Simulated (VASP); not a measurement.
Input of a VASP 6.6.1 run:

INCAR

```
SYSTEM = Bi2Te2O3
PREC = Accurate
ENCUT = 600
EDIFF = 1E-6
ISMEAR = 0
SIGMA = 0.15
LREAL = .False.
LASPH = .True.
NELM = 100
ALGO = Normal
ISIF = 3
LWAVE = .False.
LCHARG = .False.
GGA = PE
IBRION = 2
NSW = 36
EDIFFG = -0.08
```

KPOINTS

```
regular mesh
0
Gamma
  3 3 2
  0 0 0
```

POSCAR

```
Bi2Te2O3
1.0
    4.6459880700      0.0000000000      0.0000000000
   -2.3229940300      4.0235436900      0.0000000000
    0.0000000000      0.0000000000     10.2688807600
Bi Te O
2 2 3
Direct
    0.0000000000      0.0000000000      0.0000000000
    0.0000000000      0.0000000000      0.5000000000
    0.0000000000      0.0000000000      0.7652285500
    0.0000000000      0.0000000000      0.2347714500
    0.5000000000      0.0000000000      0.0000000000
    0.0000000000      0.5000000000      0.0000000000
    0.5000000000      0.5000000000      0.0000000000
```

Potentials or basis: VASP PAW PBE potentials, release 64 (Bi_d, Te, O).

Command:

```console
$ cat potpaw_PBE.64/Bi_d/POTCAR potpaw_PBE.64/Te/POTCAR potpaw_PBE.64/O/POTCAR > POTCAR
$ mpirun -np 1 vasp_std > vasp.out
```

Q: Estimate the band gap on the k mesh.

A: Zero (bands 30 and 31 overlap by 0.15 eV).

Q: Estimate the relaxed cell.

A: a = 4.634 Å, b = 4.634 Å, c = 11.666 Å, α = 90.00°, β = 90.00°, γ = 120.00°.

Q: Estimate the relaxed volume.

A: 30.99 Å³/atom.

Step by step:
```
step  energy change (eV)  largest force (eV/Å)  pressure (GPa)  volume (Å³)
   1              0.0000                6.7825           10.97       191.96
   2             -2.5335                0.7040           -3.84       244.20
   3             -3.0626                1.0463           -1.46       220.02
   4             -3.0628                1.0679           -1.40       219.46
   5             -3.0618                1.0974           -1.29       218.78
   6             -3.1729                0.5975            0.28       212.16
   7             -3.1814                0.3666            0.95       209.81
   8             -3.2125                0.1222            0.52       213.05
   9             -3.2201                0.0734            0.20       215.78
  10             -3.2209                0.0503           -0.13       216.96
```

Caveat: the k points lie up to 0.52 Å⁻¹ apart in the final cell; spin-orbit coupling is left out, which moves the levels of the heavy elements; the relaxation stopped at a loose force limit of 0.08 eV/Å, so its end isn't a converged minimum.
